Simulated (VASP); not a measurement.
# In: single point with PBE

The system is In.

```xyz
2
Lattice="3.4421 0.0000 0.0000 0.0000 3.4421 0.0000 0.0000 0.0000 4.6327" Properties=species:S:1:pos:R:3 pbc="T T T"
In    0.0000    1.7211    3.4741
In    1.7211    0.0000    1.1587
```

The cell was built from a structure type or drawn by symmetry, and may not be a known phase.

```yaml
Program: VASP 6.6.1
Task: single point
Functional: PBE
Potentials_or_basis: VASP PAW PBE potentials, release 64 (In_d)
Cutoff: 520 eV
k_mesh: 6 × 6 × 4
Occupations: gaussian, width 0.1 eV
Spin: no spin polarisation
```

| Quantity | Value |
| --- | --- |
| Pressure | -0.1 GPa |
| Band gap on the k mesh | zero (bands 13 and 14 overlap by 8.86 eV) |

Levels at points of the mesh, in eV from the Fermi level:
```tsv
k point	band 10	band 11	band 12	band 13	band 14	band 15	band 16	band 17
(0.00, 0.00, 0.00)	-14.20	-9.16	-1.66	-1.57	3.57	3.57	6.69	7.10
(0.50, 0.00, 0.00)	-14.33	-5.71	-5.71	1.98	1.98	2.17	2.17	7.21
(0.50, 0.50, 0.00)	-14.19	-2.39	-2.39	-2.16	-2.16	4.10	4.10	4.37
(0.00, 0.00, 0.50)	-14.33	-7.26	-7.26	5.75	5.75	5.76	5.76	6.21
(0.50, 0.00, 0.50)	-14.23	-4.23	-4.23	-3.11	-3.11	7.71	7.71	8.47
(0.50, 0.50, 0.50)	-14.23	-1.82	-1.82	0.00	0.00	0.01	0.01	1.30
```

It took 29 s on 1 thread of Intel(R) Xeon(R) Platinum 8488C (Sapphire Rapids), on a shared host, peak memory 0.17 GiB.

Caveat: spin-orbit coupling is left out, which moves the levels of the heavy elements.
